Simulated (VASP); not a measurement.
Write the native input for VASP 6.6.1 that does the following.

```yaml
Task: single point
Functional: r2SCAN
Dispersion: D3(BJ)
Potentials_or_basis: VASP PAW PBE potentials, release 64 (Pb_d, F)
Cutoff: 660 eV
k_mesh: 8 × 8 × 8
Occupations: fermi-dirac, width 0.05 eV
Spin: no spin polarisation
Dipole_correction: no
Further_INCAR_settings: ALGO = Normal; EDIFF = 1e-06; NBANDS = 21
```

Crystal: PbF2.

```xyz
3
Lattice="0.0000 2.9535 2.9535 2.9535 0.0000 2.9535 2.9535 2.9535 0.0000" Properties=species:S:1:pos:R:3 pbc="T T T"
Pb    0.0000    0.0000    0.0000
F     4.4302    4.4302    4.4302
F     1.4767    1.4767    1.4767
```

These files were run (other wordings do the same):

POSCAR

```
PbF2
1.0
    0.0000000000      2.9534965372      2.9534965372
    2.9534965372      0.0000000000      2.9534965372
    2.9534965372      2.9534965372      0.0000000000
Pb F
1 2
Direct
    0.0000000000      0.0000000000      0.0000000000
    0.7500000000      0.7500000000      0.7500000000
    0.2500000000      0.2500000000      0.2500000000
```

INCAR.step1

```
PREC = Accurate
ENCUT = 660
ISMEAR = -1
SIGMA = 0.05
LREAL = False
LASPH = True
NELM = 120
NBANDS = 21
GGA = PE
ALGO = Normal
EDIFF = 1E-5
LWAVE = True
LCHARG = False
GGA_COMPAT = False
```

INCAR.step2

```
PREC = Accurate
ENCUT = 660
EDIFF = 1E-6
ISMEAR = -1
SIGMA = 0.05
LREAL = False
LASPH = True
NELM = 120
ALGO = Normal
ISIF = 2
LWAVE = False
LCHARG = False
METAGGA = R2SCAN
LMIXTAU = True
IVDW = 12
VDW_S6 = 1.0
VDW_S8 = 0.78981345
VDW_A1 = 0.49484001
VDW_A2 = 5.73083694
NBANDS = 21
ISTART = 1
GGA_COMPAT = False
```

KPOINTS

```
Automatic mesh
0
Gamma
  8 8 8
```

Potentials or basis: VASP PAW PBE potentials, release 64 (Pb_d, F).

The run is started by

```sh
$ cat potpaw_PBE.64/Pb_d/POTCAR potpaw_PBE.64/F/POTCAR > POTCAR
$ cp INCAR.step1 INCAR
$ mpirun -np 1 vasp_std > vasp.out
$ cp INCAR.step2 INCAR
$ mpirun -np 1 vasp_std > vasp.out
```

It gave:

- Pressure: -0.3 GPa
- Band gap on the k mesh: 4.93 eV (least direct gap 5.08 eV)
- Dispersion energy per atom: -0.073 eV

Caveat: three body term missing; the PAW data sets were made with another functional, which shifts forces and pressure a little; spin-orbit coupling is left out, which moves the levels of the heavy elements.

Run time: 2.1 min on 1 thread of AMD EPYC 9R45 96-Core Processor (Zen 5), with other jobs on the host, peak memory 0.21 GiB.
